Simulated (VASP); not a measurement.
# GdO (P-6m2) in VASP: notebook

Runs on GdO. Level: PBE. Tasks: single point, relaxation of cell and atoms.

All numbers are computed with VASP 6.6.1; they aren't measurements. Logs are shortened: lines on timing, memory, paths and dates and some standing lists are left out, and cuts for length are marked.

## (1) The cell of the first run

It takes space group P-6m2 (No. 187, hexagonal). The conventional cell has a = 3.275 Å, b = 3.275 Å, c = 3.188 Å, α = 90.00°, β = 90.00°, γ = 120.00°. Within 3.3 Å of Gd (site symmetry -6m2) lie 6 O at 2.47 Å and 8 Gd at 3.19 to 3.28 Å. Within 3.3 Å of O (site symmetry -6m2) lie 6 Gd at 2.47 Å and 8 O at 3.19 to 3.28 Å.

## (2) Single point, PBE, collinear spin, ferromagnetic start

Contents of INCAR:

```
PREC     = Accurate       # precision mode
ENCUT    = 520            # plane-wave cutoff, eV
EDIFF    = 1E-7           # SCF threshold, eV
ISMEAR   = 0              # smearing method
SIGMA    = 0.1            # smearing width, eV
LREAL    = F              # projectors in reciprocal space
LASPH    = T              # aspherical terms in the spheres
NELM     = 150            # most SCF steps
ALGO     = Normal         # electronic algorithm
ISIF     = 2              # what is computed and relaxed
LWAVE    = F              # write WAVECAR
LCHARG   = F              # write CHGCAR
ISPIN    = 2              # spin polarisation
MAGMOM   = 7 0            # initial moments
LORBIT   = 11             # projections on sites
LMAXMIX  = 6              # l up to which the mixer works
GGA      = PE             # functional
NBANDS   = 23             # bands
```

Contents of KPOINTS:

```
Automatic mesh
0
Gamma
  6 6 6
```

Contents of POSCAR:

```
GdO
1.0
    3.2750311500      0.0000000000      0.0000000000
   -1.6375155800      2.8362601800      0.0000000000
    0.0000000000      0.0000000000      3.1883900600
Gd O
1 1
Direct
    0.6666666700      0.3333333300      0.5000000000
    0.0000000000      0.0000000000      0.0000000000
```

Potentials or basis: VASP PAW PBE potentials, release 64 (Gd, O).

Command:

```bash
$ cat potpaw_PBE.64/Gd/POTCAR potpaw_PBE.64/O/POTCAR > POTCAR
$ mpirun -np 1 vasp_std > vasp.out
```

OUTCAR:

```text
PREC = Accurate
   ENCUT = 520
   EDIFF = 1E-7
   ISMEAR = 0
   LREAL = F
   LASPH = T
   NELM = 150
   ISIF = 2
   ISPIN = 2
   LORBIT = 11
   GGA = PE

 ion  position               nearest neighbor table
   1  0.667  0.333  0.500-   2 2.47   2 2.47   2 2.47   2 2.47   2 2.47   2 2.47
   2  0.000  0.000  0.000-   1 2.47   1 2.47   1 2.47   1 2.47   1 2.47   1 2.47

  LATTYP: Found a hexagonal cell.
 ALAT       =     3.2750311500
 C/A-ratio  =     0.9735449570

  Lattice vectors:

 A1 = (   3.2750311500,   0.0000000000,   0.0000000000)
 A2 = (  -1.6375155800,   2.8362601800,   0.0000000000)
 A3 = (   0.0000000000,   0.0000000000,   3.1883900600)

Analysis of symmetry for initial positions (statically):
=====================================================================
 Subroutine PRICEL returns:
 Original cell was already a primitive cell.

 Routine SETGRP: Setting up the symmetry group for a
 hexagonal supercell.

 Subroutine GETGRP returns: Found 12 space group operations
 (whereof 12 operations were pure point group operations)
 out of a pool of 24 trial point group operations.

The static configuration has the point symmetry D_3h.

Analysis of symmetry for dynamics (positions and initial velocities):
=====================================================================
 Subroutine PRICEL returns:
 Original cell was already a primitive cell.

 Routine SETGRP: Setting up the symmetry group for a
 hexagonal supercell.

 Subroutine GETGRP returns: Found 12 space group operations
 (whereof 12 operations were pure point group operations)
 out of a pool of 24 trial point group operations.

The dynamic configuration has the point symmetry D_3h.

Analysis of structural, dynamic, and magnetic symmetry:
=====================================================================
 Subroutine PRICEL returns:
 Original cell was already a primitive cell.

 Routine SETGRP: Setting up the symmetry group for a
 hexagonal supercell.

 Subroutine GETGRP returns: Found 12 space group operations
 (whereof 12 operations were pure point group operations)
 out of a pool of 24 trial point group operations.

The overall configuration has the point symmetry D_3h.

 Subroutine INISYM returns: Found 12 space group operations
 (whereof 12 operations are pure point group operations),
 and found     1 'primitive' translations

----------------------------------------------------------------------------------------

                                     Primitive cell

  volume of cell :      29.6164

  direct lattice vectors                    reciprocal lattice vectors
     3.275031150  0.000000000  0.000000000     0.305340607  0.176288482  0.000000000
    -1.637515580  2.836260180  0.000000000     0.000000000  0.352576963  0.000000000
     0.000000000  0.000000000  3.188390060     0.000000000  0.000000000  0.313637912

  length of vectors
     3.275031150  3.275031158  3.188390060     0.352576964  0.352576963  0.313637912

  position of ions in fractional coordinates (direct lattice)
     0.666666670  0.333333330  0.500000000
     0.000000000  0.000000000  0.000000000

  ion indices of the primitive-cell ions
   primitive index   ion index
                 1           1
                 2           2

----------------------------------------------------------------------------------------

 KPOINTS: Automatic mesh

Automatic generation of k-mesh.
 Grid dimensions read from file:
 generate k-points for:    6    6    6

 Generating k-lattice:

  Cartesian coordinates                     Fractional coordinates (reciprocal lattice)
     0.050890101  0.029381414  0.000000000     0.166666667  0.000000000  0.000000000
     0.000000000  0.058762827  0.000000000     0.000000000  0.166666667  0.000000000
     0.000000000  0.000000000  0.052272985     0.000000000  0.000000000  0.166666667

  Length of vectors
     0.058762827  0.058762827  0.052272985

  Shift w.r.t. Gamma in fractional coordinates (k-lattice)
     0.000000000  0.000000000  0.000000000

 Subroutine IBZKPT returns following result:
 ===========================================

 Found     28 irreducible k-points:

 Following reciprocal coordinates:
            Coordinates               Weight
  0.000000  0.000000  0.000000      1.000000
  0.166667  0.000000  0.000000      6.000000
  0.333333 -0.000000  0.000000      6.000000
  0.500000  0.000000  0.000000      3.000000
  0.166667  0.166667  0.000000      6.000000
  0.333333  0.166667  0.000000     12.000000
[... 16 lines left out ...]
  0.166667  0.000000  0.500000      6.000000
  0.333333 -0.000000  0.500000      6.000000
 [... further k-points ...]
   k-points           NKPTS =     28   k-points in BZ     NKDIM =     28   number of bands    NBANDS=     23
   number of dos      NEDOS =    301   number of ions     NIONS =      2
   total plane-waves  NPLWV =  13824
   dimension x,y,z NGX =    24 NGY =   24 NGZ =   24
   dimension x,y,z NGXF=    48 NGYF=   48 NGZF=   48
   ions per type =               1   1
   NGX,Y,Z   is equivalent  to a cutoff of  12.18, 12.18, 12.51 a.u.
   NGXF,Y,Z  is equivalent  to a cutoff of  24.37, 24.37, 25.03 a.u.
 SYSTEM =  unknown system
   PREC   = accura    normal or accurate (medium, high low for compatibility)
   ISTART =      0    job   : 0-new  1-cont  2-samecut
   ICHARG =      2    charge: 1-file 2-atom 10-const
   ISPIN  =      2    spin polarized calculation?
   LNONCOLLINEAR =      F non collinear calculations
   LSORBIT =      F    spin-orbit coupling
   LASPH  =      T    aspherical Exc in radial PAW
   ENCUT  =  520.0 eV  38.22 Ry    6.18 a.u.   6.09  6.09  5.93*2*pi/ulx,y,z
   NELM   =    150;   NELMIN=  2; NELMDL= -5     # of ELM steps
   EDIFF  = 0.1E-06   stopping-criterion for ELM
   LREAL  =      F    real-space projection
   EDIFFG = 0.1E-05   stopping-criterion for IOM
   NSW    =      0    number of steps for IOM
   IBRION =     -1    ionic relax: 0-MD 1-quasi-New 2-CG
   NFREE  =      0    steps in history (QN), initial steepest desc. (CG)
   ISIF   =      2    stress and relaxation
   ISYM   =      2    0-nonsym 1-usesym 2-fastsym
   POTIM  = 0.5000    time-step for ionic-motion
   TEBEG  =    0.0;   TEEND  =   0.0 temperature during run
   PSTRESS=    0.0 pullay stress
   NELECT =      24.0000    total number of electrons
   NUPDOWN=      -1.0000    fix difference up-down
   EMIN   =  10.00;   EMAX   =-10.00  energy-range for DOS
   EFERMI =   0.00;   METHOD = LEGACY
   ISMEAR =     0;   SIGMA  =   0.10  broadening in eV -4-tet -1-fermi 0-gaus
   EFERMI_NEDOS =   21; number of points for ismear=-14 and -15
   IALGO  =     38    algorithm
   IMIX   =      4    mixing-type and parameters
     AMIX     =   0.40;   BMIX     =  1.00
     AMIX_MAG =   1.60;   BMIX_MAG =  1.00
  volume/ion in A,a.u.               =      14.81        99.93
  Fermi-wavevector in a.u.,A,eV,Ry     =   1.526280  2.884251 31.695196  2.329531
  Thomas-Fermi vector in A             =   2.634335
   LORBIT       =     11    0 simple, 1 ext, 2 COOP (PROOUT), +10 PAW based schemes
   GGA     = PE    functional components
   LHFCALC =     F    Hartree Fock is set to
   AEXX    =    0.0000 exact exchange contribution
   IVDW    =     0    specifies the selected vdW correction
   LEPSILON=     F    determine dielectric tensor
   LRPA    =     F    only Hartree local field effects (RPA)
 spin polarized calculation
 Gauss-broadening in eV      SIGMA  =   0.10
  energy-cutoff  :      520.00
  volume of cell :       29.62
 maximum number of plane-waves:       816
   NGX = 13   NGY = 13   NGZ = 11

 number of electron      23.9999996 magnetization       7.5247110

 Free energy of the ion-electron system (eV)
  ---------------------------------------------------
  ext. energy  EPLUGINS =         0.00000000
  ---------------------------------------------------
  free energy    TOTEN  =       -21.70396909 eV

  energy without entropy =      -21.69488210  energy(sigma->0) =      -21.69942559

 E-fermi :   5.8753     XC(G=0): -11.7259

 val. band max:        5.8604202795   @ k =   0.0000   0.0000   0.3333
 cond. band min:       5.8836751977   @ k =   0.0000   0.0000   0.0000
 fundamental gap:      0.0232549181
 Fermi energy:         5.8753333887

 spin component 1

 k-point     1 :       0.0000    0.0000    0.0000
  band No.  band energies     occupation
      1     -39.6353      1.00000
      2     -16.6233      1.00000
      3     -16.4860      1.00000
      4     -16.4860      1.00000
      5     -13.9024      1.00000
      6       0.6215      1.00000
[... 15 lines left out ...]
     22      17.1159      0.00000
     23      20.4816      0.00000
[... 575 lines left out ...]
      1     -39.4224      1.00000
      2     -17.8897      1.00000
      3     -17.3922      1.00000
      4     -16.5854      1.00000
      5     -13.1059      1.00000
      6      -0.4236      1.00000
[... 15 lines left out ...]
     22      16.0113      0.00000
     23      18.8771      0.00000

 [... further k-points ...]

 spin component 2

 k-point     1 :       0.0000    0.0000    0.0000
  band No.  band energies     occupation
      1     -36.4385      1.00000
      2     -14.2774      1.00000
      3     -14.0606      1.00000
      4     -14.0606      1.00000
      5     -13.8446      1.00000
      6       1.1260      1.00000
[... 15 lines left out ...]
     22      18.3509      0.00000
     23      21.6756      0.00000
[... 575 lines left out ...]
      1     -36.1794      1.00000
      2     -16.0717      1.00000
      3     -15.0886      1.00000
      4     -14.1552      1.00000
      5     -12.7050      1.00000
      6       0.0335      1.00000
[... 15 lines left out ...]
     22      17.6099      0.00000
     23      20.0324      0.00000

 [... further k-points ...]
[... 5 lines left out ...]
  --------------------------------------------------------------------------------------
  -------------------------------------------------------------------------------------
  Total        1.0118342      1.0118342      0.4671532     -0.0000000     -0.0000000     -0.0000000
  in kB       54.7377546     54.7377549     25.2718468     -0.0000001     -0.0000000     -0.0000000
  external PRESSURE =      44.9157854 kB  Pullay stress =       0.0000000 kB

 VOLUME and BASIS-vectors are now :
 -----------------------------------------------------------------------------
  energy-cutoff  :      520.00
  volume of cell :       29.62
      direct lattice vectors                 reciprocal lattice vectors
     3.275031150  0.000000000  0.000000000     0.305340607  0.176288482  0.000000000
    -1.637515580  2.836260180  0.000000000     0.000000000  0.352576963  0.000000000
     0.000000000  0.000000000  3.188390060     0.000000000  0.000000000  0.313637912

 POSITION                                       TOTAL-FORCE (eV/Angst)
 -----------------------------------------------------------------------------------
      1.63752      0.94542      1.59420        -0.000000      0.000000      0.000000
      0.00000      0.00000      0.00000         0.000000     -0.000000      0.000000
 -----------------------------------------------------------------------------------
    total drift:                               -0.000036      0.000021     -0.000000

  FREE ENERGIE OF THE ION-ELECTRON SYSTEM (eV)
  ---------------------------------------------------
  free  energy   TOTEN  =       -21.7039690875 eV

  energy  without entropy=      -21.6948820981  energy(sigma->0) =      -21.69942559

 total charge

# of ion       s       p       d       f       tot
--------------------------------------------------
    1        2.030   5.615   0.648   7.040  15.332
    2        1.556   3.427   0.000   0.000   4.983
--------------------------------------------------
tot          3.586   9.042   0.648   7.040  20.316

 magnetization (x)

# of ion       s       p       d       f       tot
--------------------------------------------------
    1        0.006  -0.064   0.266   6.774   6.981
    2       -0.000  -0.019   0.000   0.000  -0.019
--------------------------------------------------
tot          0.005  -0.083   0.266   6.774   6.962
```

It took 2.3 min on 1 thread of AMD EPYC 7R13, shared host; peak memory 0.15 GiB.

Results:

* Free energy: -21.7040 eV
* Pressure: 4.5 GPa
* Net moment: 7.52 μB per cell
* Site moments: Gd +6.98; O -0.02 μB
* Valence electrons inside the program's atomic spheres: Gd 15.33; O 4.98

Caveat: the k points lie up to 0.37 Å⁻¹ apart; spin-orbit coupling is left out, which moves the levels of the heavy elements; a cell with one magnetic atom can't hold antiferromagnetic order, which such compounds often take; without U or exact exchange the open f shell lies at the Fermi level, which spoils levels, moments and volumes.

## (3) Single point, PBE, collinear spin, ferromagnetic start

This run uses another cell than the first one, of 15.34 Å³/atom, 1.036 times its volume.

Contents of INCAR:

```
SYSTEM = GdO
ALGO = Normal
EDIFF = 1E-6
ENCUT = 520
GGA = PE
ISIF = 2
ISMEAR = 0
ISPIN = 2
LASPH = .TRUE.
LCHARG = .FALSE.
LMAXMIX = 6
LORBIT = 11
LREAL = .FALSE.
LWAVE = .FALSE.
MAGMOM = 7 0
NBANDS = 23
NELM = 150
PREC = Accurate
SIGMA = 0.1
```

Contents of KPOINTS:

```
k-points
0
G
  6 6 6
  0 0 0
```

Contents of POSCAR:

```
GdO
1.0
    3.3311102261      0.0000000029      0.0000000000
   -1.6655551156      2.8848260771      0.0000000000
    0.0000000000      0.0000000000      3.1920039077
Gd O
1 1
Direct
    0.6666666667      0.3333333333      0.5000000000
    0.0000000000      0.0000000000      0.0000000000
```

Potentials or basis: VASP PAW PBE potentials, release 64 (Gd, O).

Command:

```bash
$ cat potpaw_PBE.64/Gd/POTCAR potpaw_PBE.64/O/POTCAR > POTCAR
$ mpirun -np 1 vasp_std > vasp.out
```

It took 2.5 min on 1 thread of AMD EPYC 7R13, shared host; peak memory 0.16 GiB.

The run converged. Its results:

| Quantity | Value |
| --- | --- |
| Free energy | -21.7236 eV |
| Pressure | 0.6 GPa |
| Net moment | 7.56 μB per cell |
| Site moments | Gd +6.99; O -0.02 μB |
| Valence electrons inside the program's atomic spheres | Gd 15.30; O 4.97 |

Stress tensor (GPa, compression positive):
```
0.51 0.00 0.00
0.00 0.51 0.00
0.00 0.00 0.71
```

Levels at points of the mesh, in eV from the Fermi level:
Spin up:
```
           k point  band 12  band 13  band 14  band 15  band 16  band 17  band 18  band 19  band 20  band 21
(0.00, 0.00, 0.00)    -4.72    -4.46    -4.46    -3.60    -2.48    -0.27     2.93     2.93     5.59     5.59
(0.50, 0.00, 0.00)    -4.76    -4.75    -4.36    -3.75    -1.82     2.55     4.65     4.70     5.59     6.17
(0.00, 0.00, 0.50)    -4.77    -4.72    -3.90    -3.90     1.23     1.38     1.38     3.64     3.64     5.11
(0.50, 0.00, 0.50)    -4.76    -4.73    -4.70    -4.69     0.12     2.22     5.44     6.36     7.21     8.83
```
Spin down:
```tsv
k point	band 5	band 6	band 7	band 8	band 9	band 10	band 11	band 12
(0.00, 0.00, 0.00)	-19.60	-4.71	-4.71	-4.10	-0.91	-0.23	0.48	0.48
(0.50, 0.00, 0.00)	-18.07	-6.26	-5.04	-4.31	-0.44	0.32	0.37	0.56
(0.00, 0.00, 0.50)	-17.51	-6.70	-4.70	-4.70	0.09	0.27	0.65	0.65
(0.50, 0.00, 0.50)	-19.08	-5.65	-5.36	-5.35	0.33	0.44	0.45	0.48
```

Caveat: the k points lie up to 0.36 Å⁻¹ apart; spin-orbit coupling is left out, which moves the levels of the heavy elements; a cell with one magnetic atom can't hold antiferromagnetic order, which such compounds often take; without U or exact exchange the open f shell lies at the Fermi level, which spoils levels, moments and volumes.

(Continued in part 2 of 2.)
